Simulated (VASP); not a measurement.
**Te: single point with PBEsol**

The system is Te.

```
Te
1.0
     2.27036    1.31080    1.75245
    -2.27036    1.31080    1.75245
     0.00000   -2.62159    1.75245
Te
1
Direct
  0.50000 0.50000 0.50000
```

* Program: VASP 6.6.1
* Task: single point
* Functional: PBEsol
* Potentials or basis: VASP PAW PBE potentials, release 64 (Te)
* Cutoff: 520 eV
* k mesh: 9 × 9 × 9
* Occupations: fermi-dirac, width 0.05 eV
* Spin: no spin polarisation
* Dipole correction: no
* Further INCAR settings: ALGO = Normal; EDIFF = 1e-07; NBANDS = 9

```yaml
Pressure: 0.0 GPa
Band_gap_on_the_k_mesh: zero (band 3 reaches 9.43 eV, above the bottom of band 4 at 4.14 eV)
```

Levels at points of the mesh, in eV from the Fermi level:
| k point | band 1 | band 2 | band 3 | band 4 | band 5 | band 6 |
| --- | --- | --- | --- | --- | --- | --- |
| (0.00, 0.00, 0.00) | -13.98 | 1.06 | 1.31 | 1.31 | 5.99 | 5.99 |

Wall time 9.8 s on 1 thread of Intel(R) Xeon(R) Platinum 8488C (Sapphire Rapids), with other jobs on the host, peak memory 0.15 GiB.

Caveat: the PAW data sets were made with another functional, which shifts forces and pressure a little; spin-orbit coupling is left out, which moves the levels of the heavy elements.
